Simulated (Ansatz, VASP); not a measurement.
**Sn: VASP beside Ansatz**

```xyz
1
Lattice="-1.6741 1.9349 2.0866 1.6741 -1.9349 2.0866 1.6741 1.9349 -2.0866" Properties=species:S:1:pos:R:3 pbc="T T T"
Sn    0.0000    0.0000    0.0000
```

Change from the starting cell: volume scaled by 0.97.

Alike in both runs: task single point; functional LDA; k mesh 13 × 13 × 13; occupations fermi-dirac, width 0.08 eV; no spin polarisation.

```csv
,VASP,Ansatz
version,VASP 6.6.1,Ansatz 0.2.0
potentials or method,"VASP PAW LDA potentials, release 64 (Sn_d), cutoff 520 eV","all-electron LAPW, scalar-relativistic"
```

Ansatz gave:

| Property | Result |
| --- | --- |
| pressure (GPa) | -2.6 |
| traceless stress, the component that is largest in VASP (GPa) | -0.62 |

Which values does VASP return?

Pressure (GPa): -2.6; traceless stress, the component that is largest in VASP (GPa): -0.63.

LDA's correlation is that of Perdew and Zunger in VASP and of Perdew and Wang (1992) in Ansatz. Ansatz ran all-electron here, and VASP with PAW potentials.
